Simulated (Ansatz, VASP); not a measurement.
Two plane-wave programs on LiZrN

```xyz
6
Lattice="4.0530 0.0000 0.0000 0.0000 4.0530 0.0000 0.0000 0.0000 6.9133" Properties=species:S:1:pos:R:3 pbc="T T T"
Li    0.0000    2.0265    4.0201
Li    2.0265    0.0000    2.8932
Zr    0.0000    2.0265    0.6730
Zr    2.0265    0.0000    6.2403
N     0.0000    0.0000    0.0000
N     2.0265    2.0265    0.0000
```

Change from the starting cell: species swapped into the TmClO type (P4/nmm, No. 129).

Alike in both runs: functional PBE; k mesh 10 × 10 × 6; occupations gaussian, width 0.1 eV; no spin polarisation.

Ansatz relaxed the structure, and its values are those at the end. VASP's run is a single point on that final structure, the one shown.

|  | VASP | Ansatz |
| --- | --- | --- |
| version | VASP 6.6.1 | Ansatz 0.2.0 |
| potentials or method | VASP PAW PBE potentials, release 64 (Li_sv, Zr_sv, N), cutoff 520 eV | scalar-relativistic, plane waves, PAW |
| valence electrons in the cell | 40 | 40 |

VASP gave:

```
gap on the k mesh at the Fermi level (eV) : none
rms of the force components (eV/Å)        : 0.011
```

What did Ansatz give for the same quantities?

gap on the k mesh at the Fermi level (eV): none; rms of the force components (eV/Å): 0.002.

A gap of «none» marks a metal or a gap that the smearing closes.

Noted on VASP's run: the cutoff is under 1.25 times that of the potentials, so the pressure is a little rough.
